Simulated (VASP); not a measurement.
# Cs4Te2O2F7 (a cell with a defect) in VASP: notebook, part 2 of 3

VASP 6.6.1. The steps go on from the part before.

## Step 3: Single point, PBEsol

INCAR

```
  ALGO = Normal
  EDIFF = 1E-6
  ENCUT = 520
  GGA = PS
  ISIF = 2
  ISMEAR = -1
  LASPH = True
  LCHARG = False
  LREAL = Auto
  LWAVE = False
  NBANDS = 68
  NELM = 100
  PREC = Accurate
  SIGMA = 0.05
```

KPOINTS

```
k-points
0
Gamma
  2 2 1
```

POSCAR

```
Cs4Te2O2F7
1.0
    3.3475000000     -7.3202000000      0.0000000000
    3.3475000000      7.3202000000      0.0000000000
    0.0000000000      0.0000000000      7.1709000000
Cs Te O F
4 2 2 7
Direct
    0.4446054625      0.5648344180      0.2456595406
    0.5591082054      0.4362017274      0.7443277692
    0.7766468825      0.2784091294      0.2610272072
    0.2120247985      0.7435539917      0.7624147597
    0.0877270882      0.8752602157      0.2518233416
    0.9039664355      0.1066384936      0.7574084146
    0.2526457247      0.7867568145      0.2480441786
    0.7460562052      0.1857436454      0.6922004211
    0.3518142568      0.1005233085      0.0533684754
    0.6845508847      0.8197657695      0.5904279798
    0.1336219367      0.3661838886      0.9503270161
    0.9371072735      0.7548718154      0.5155419822
    0.7005792498      0.9007650370      0.9693065027
    0.3586109271      0.1396415001      0.4639166632
    0.1275957982      0.3569747769      0.5576287495
```

Potentials or basis: VASP PAW PBE potentials, release 64 (Cs_sv, Te, O, F).

Run with:

```
cat potpaw_PBE.64/Cs_sv/POTCAR potpaw_PBE.64/Te/POTCAR potpaw_PBE.64/O/POTCAR potpaw_PBE.64/F/POTCAR > POTCAR
mpirun -np 1 vasp_std > vasp.out
```

OUTCAR:

```text
EDIFF = 1E-6
   ENCUT = 520
   GGA = PS
   ISIF = 2
   ISMEAR = -1
   LASPH = True
   LREAL = Auto
   NELM = 100
   PREC = Accurate

 ion  position               nearest neighbor table
   1  0.445  0.565  0.246-
   2  0.559  0.436  0.744-
   3  0.777  0.278  0.261-
   4  0.212  0.744  0.762-
   5  0.088  0.875  0.252-   7 1.87  12 2.11   9 2.19  14 2.35
   6  0.904  0.107  0.757-   8 1.82  13 2.05  10 2.13  15 2.15  11 2.15
   7  0.253  0.787  0.248-   5 1.87
   8  0.746  0.186  0.692-   6 1.82
   9  0.352  0.101  0.053-   5 2.19
  10  0.685  0.820  0.590-   6 2.13
  11  0.134  0.366  0.950-   6 2.15
  12  0.937  0.755  0.516-   5 2.11
  13  0.701  0.901  0.969-   6 2.05
  14  0.359  0.140  0.464-   5 2.35
  15  0.128  0.357  0.558-   6 2.15

  LATTYP: Found a base centered orthorhombic cell.
 ALAT       =     6.6950000000
 B/A-ratio  =     2.1867662435
 C/A-ratio  =     1.0710828977

  Lattice vectors:

 A1 = (   3.3475000000,  -7.3202000000,   0.0000000000)
 A2 = (   3.3475000000,   7.3202000000,   0.0000000000)
 A3 = (   0.0000000000,   0.0000000000,   7.1709000000)

Analysis of symmetry for initial positions (statically):
=====================================================================
 Subroutine PRICEL returns:
 Original cell was already a primitive cell.

 Routine SETGRP: Setting up the symmetry group for a
 base centered orthorhombic supercell.

 Subroutine GETGRP returns: Found  1 space group operations
 (whereof  1 operations were pure point group operations)
 out of a pool of  8 trial point group operations.

The static configuration has the point symmetry C_1 .

Analysis of symmetry for dynamics (positions and initial velocities):
=====================================================================
[... 146 lines left out ...]
 non-spin polarized calculation
  energy-cutoff  :      520.00
  volume of cell :      351.44
 maximum number of plane-waves:      9488
 NGX is ok and might be reduce to    60
   NGX = 29   NGY = 29   NGZ = 27

 number of electron     108.9999995 magnetization

 Free energy of the ion-electron system (eV)
  ---------------------------------------------------
  ext. energy  EPLUGINS =         0.00000000
  ---------------------------------------------------
  free energy    TOTEN  =       -66.18728670 eV

  energy without entropy =      -66.12209229  energy(sigma->0) =      -66.15468950

 E-fermi :   2.2588     XC(G=0):  -8.5495

 val. band max:        2.2540700245   @ k =   0.5000  -0.0000   0.0000
 cond. band min:       2.3098250657   @ k =   0.0000   0.0000   0.0000
 fundamental gap:      0.0557550413
 Fermi energy:         2.2587576101

 k-point     1 :       0.0000    0.0000    0.0000
  band No.  band energies     occupation
      1     -22.1194      2.00000
      2     -21.6685      2.00000
      3     -21.5183      2.00000
      4     -21.1273      2.00000
      5     -20.9379      2.00000
      6     -20.8884      2.00000
[... 265 lines left out ...]
     65       7.3348      0.00000
     66       7.6204      0.00000
 [bands above 66 left out]

------------------------ aborting loop because EDIFF is reached ----------------------------------------

  FORCE on cell =-STRESS in cart. coord.  units (eV):
  Direction    XX          YY          ZZ          XY          YZ          ZX
  --------------------------------------------------------------------------------------
  -------------------------------------------------------------------------------------
  Total       -2.9687376     -0.8017477     -0.5179803      1.4084021     -0.1224853     -1.0889105
  in kB      -13.5342813     -3.6551155     -2.3614386      6.4208135     -0.5584025     -4.9642720
  external PRESSURE =      -6.5169451 kB  Pullay stress =       0.0000000 kB

 VOLUME and BASIS-vectors are now :
 -----------------------------------------------------------------------------
  energy-cutoff  :      520.00
  volume of cell :      351.44
      direct lattice vectors                 reciprocal lattice vectors
     3.347500000 -7.320200000  0.000000000     0.149365198 -0.068304145  0.000000000
     3.347500000  7.320200000  0.000000000     0.149365198  0.068304145  0.000000000
     0.000000000  0.000000000  7.170900000     0.000000000  0.000000000  0.139452509

 POSITION                                       TOTAL-FORCE (eV/Angst)
 -----------------------------------------------------------------------------------
      3.37910      0.88010      1.76160        -0.149925      0.154708      0.329820
      3.33180     -0.89970      5.33750        -0.342817     -0.204886      0.199424
      3.53180     -3.64720      1.87180        -0.376541     -0.123120      0.224758
      3.19880      3.89090      5.46720         0.459812     -0.274129     -0.110498
      3.22360      5.76490      1.80580         1.922348     -1.227133      0.414539
      3.38300     -5.83660      5.43130         0.133625     -0.195072     -1.427119
      3.47940      3.90980      1.77870        -1.016433      0.784155      0.608365
      3.11920     -4.10160      4.96370        -0.096654      0.101594      0.871082
      1.51420     -1.83950      0.38270        -0.231912      0.779309     -0.275912
      5.03570      0.98980      4.23390         0.318829      0.769971      0.171220
      1.67310      1.70240      6.81470        -0.477495      0.298940     -0.046703
      5.66390     -1.33400      3.69690        -0.046937     -0.771663     -0.908227
      5.36050      1.46540      6.95080         0.039377      0.216014      0.255396
      1.66790     -1.60290      3.32670        -0.105153      0.055285     -0.316454
      1.62210      1.67910      3.99870        -0.030125     -0.363971      0.010308
 -----------------------------------------------------------------------------------
    total drift:                                0.004491      0.010847     -0.014327

  FREE ENERGIE OF THE ION-ELECTRON SYSTEM (eV)
  ---------------------------------------------------
  free  energy   TOTEN  =       -66.1872866980 eV

  energy  without entropy=      -66.1220922934  energy(sigma->0) =      -66.15468950
```

OSZICAR:

```text
N       E                     dE             d eps       ncg     rms          rms(c)
DAV:   1     0.848301181350E+03    0.84830E+03   -0.52241E+04   544   0.142E+03
DAV:   2    -0.443114362810E+00   -0.84874E+03   -0.82929E+03   696   0.302E+02
DAV:   3    -0.766331755947E+02   -0.76190E+02   -0.75622E+02   640   0.998E+01
DAV:   4    -0.778415945908E+02   -0.12084E+01   -0.12040E+01   664   0.134E+01
DAV:   5    -0.778585067714E+02   -0.16912E-01   -0.16899E-01   656   0.155E+00    0.337E+01
DAV:   6    -0.663460738458E+02    0.11512E+02   -0.49494E+01   608   0.334E+01    0.163E+01
DAV:   7    -0.663831400025E+02   -0.37066E-01   -0.89085E+00   616   0.104E+01    0.142E+01
DAV:   8    -0.662131010194E+02    0.17004E+00   -0.63153E-01   672   0.344E+00    0.773E+00
DAV:   9    -0.661859482681E+02    0.27153E-01   -0.16511E-01   632   0.209E+00    0.907E-01
DAV:  10    -0.661845378912E+02    0.14104E-02   -0.36115E-02   640   0.824E-01    0.140E+00
DAV:  11    -0.661869266436E+02   -0.23888E-02   -0.88405E-03   616   0.380E-01    0.238E-01
DAV:  12    -0.661867714724E+02    0.15517E-03   -0.19691E-03   640   0.213E-01    0.165E-01
DAV:  13    -0.661871280497E+02   -0.35658E-03   -0.61966E-04   576   0.101E-01    0.495E-02
DAV:  14    -0.661872370481E+02   -0.10900E-03   -0.14965E-04   640   0.531E-02    0.968E-02
DAV:  15    -0.661872713994E+02   -0.34351E-04   -0.36428E-05   608   0.236E-02    0.316E-02
DAV:  16    -0.661872859238E+02   -0.14524E-04   -0.26549E-05   600   0.242E-02    0.279E-02
DAV:  17    -0.661872866980E+02   -0.77413E-06   -0.48237E-06   608   0.889E-03
   1 F= -.66187287E+02 E0= -.66154689E+02  d E =-.651944E-01
```

It took 4 min on 1 thread of Intel Xeon Platinum 8488C (Sapphire Rapids), shared host; peak memory 0.47 GiB.

What came out:

```yaml
Free_energy: -66.1873 eV
Pressure: -0.7 GPa
Largest_force: 2.318 eV/Å
```

Forces on the atoms (eV/Å):
```
Cs  -0.150  0.155  0.330
Cs  -0.343 -0.205  0.199
Cs  -0.377 -0.123  0.225
Cs   0.460 -0.274 -0.110
Te   1.922 -1.227  0.415
Te   0.134 -0.195 -1.427
O   -1.016  0.784  0.608
O   -0.097  0.102  0.871
F   -0.232  0.779 -0.276
F    0.319  0.770  0.171
F   -0.477  0.299 -0.047
F   -0.047 -0.772 -0.908
F    0.039  0.216  0.255
F   -0.105  0.055 -0.316
F   -0.030 -0.364  0.010
```

Caveat: the k points lie up to 0.88 Å⁻¹ apart; the PAW data sets were made with another functional, which shifts forces and pressure a little; spin-orbit coupling is left out, which moves the levels of the heavy elements; an odd number of electrons without spin polarisation forces a metal; a magnetic or distorted state may lie lower.

## Step 4: Single point, PBEsol

INCAR

```
SYSTEM = Cs4Te2O2F7
ALGO = Normal ; EDIFF = 1E-7
ENCUT = 520 ; GGA = PS
ISIF = 2 ; ISMEAR = -1
LASPH = .TRUE. ; LCHARG = .FALSE.
LREAL = Auto ; LWAVE = .FALSE.
NBANDS = 68 ; NELM = 100
PREC = Accurate ; SIGMA = 0.05
```

KPOINTS

```
k-points
0
G
  2 2 1
  0 0 0
```

POSCAR

```
Cs4Te2O2F7
1.0
    3.3475000000     -7.3202000000      0.0000000000
    3.3475000000      7.3202000000      0.0000000000
    0.0000000000      0.0000000000      7.1709000000
Cs Te O F
4 2 2 7
Direct
    0.4517882156      0.5567853468      0.2412110056
    0.5586797481      0.4382732018      0.7388472856
    0.7824545716      0.2972765710      0.2717929409
    0.2029221523      0.7415139941      0.7626657742
    0.1020370834      0.8771115349      0.2485880433
    0.9049409759      0.1086512571      0.7485252897
    0.2399746937      0.7725421099      0.2711514594
    0.7065701046      0.1483066691      0.7069544966
    0.3618333594      0.1175094338      0.0364110502
    0.6853347788      0.8005502100      0.6210796413
    0.0953627154      0.3455334758      0.9366467250
    0.9362125328      0.7656844052      0.5021266508
    0.7257656264      0.9234651428      0.9686650211
    0.3699358561      0.1607885651      0.4873865205
    0.1359283207      0.3470291103      0.5523713899
```

Run with:

```
cat potpaw_PBE.64/Cs_sv/POTCAR potpaw_PBE.64/Te/POTCAR potpaw_PBE.64/O/POTCAR potpaw_PBE.64/F/POTCAR > POTCAR
mpirun -np 1 vasp_std > vasp.out
```

Run time: 4.5 min. Hardware: 1 thread of Intel Xeon Platinum 8488C (Sapphire Rapids), shared host; peak memory 0.47 GiB.

Results (log left out):

| Property | Result |
| --- | --- |
| Free energy | -65.7604 eV |
| Pressure | 1.5 GPa |
| Largest force | 2.686 eV/Å |

Forces in eV/Å, atoms in the order of the input:
```
Cs  -0.110  0.226  0.221
Cs  -0.354 -0.599  0.967
Cs  -0.569 -0.242  0.171
Cs   0.596 -0.191 -0.216
Te   1.619  2.133  0.219
Te  -1.337 -0.230 -0.933
O   -0.175 -1.759  0.303
O    0.931 -0.614 -0.052
F   -0.646  0.146  0.453
F   -0.035  1.308 -0.612
F    0.862  0.588  0.990
F   -0.066 -0.968 -0.933
F   -0.441 -0.065  1.062
F   -0.582 -0.259 -1.164
F    0.306  0.527 -0.477
```

Stress tensor (GPa, compression positive):
```
 0.87  1.53  0.08
 1.53  2.11 -0.11
 0.08 -0.11  1.66
```

Levels at points of the mesh, in eV from the Fermi level:
| k point | band 53 | band 54 | band 55 | band 56 | band 57 | band 58 |
| --- | --- | --- | --- | --- | --- | --- |
| (0.00, 0.00, 0.00) | -2.21 | -2.05 | 0.06 | 2.05 | 2.71 | 3.02 |
| (0.50, 0.00, 0.00) | -2.28 | -1.94 | -0.02 | 1.94 | 2.78 | 3.22 |
| (0.00, 0.50, 0.00) | -2.31 | -1.90 | -0.03 | 1.97 | 2.95 | 3.14 |
| (0.50, 0.50, 0.00) | -2.20 | -1.98 | 0.00 | 2.00 | 2.56 | 3.09 |

Caveat: the k points lie up to 0.88 Å⁻¹ apart; the PAW data sets were made with another functional, which shifts forces and pressure a little; spin-orbit coupling is left out, which moves the levels of the heavy elements; an odd number of electrons without spin polarisation forces a metal; a magnetic or distorted state may lie lower.

(Continued in part 3 of 3.)
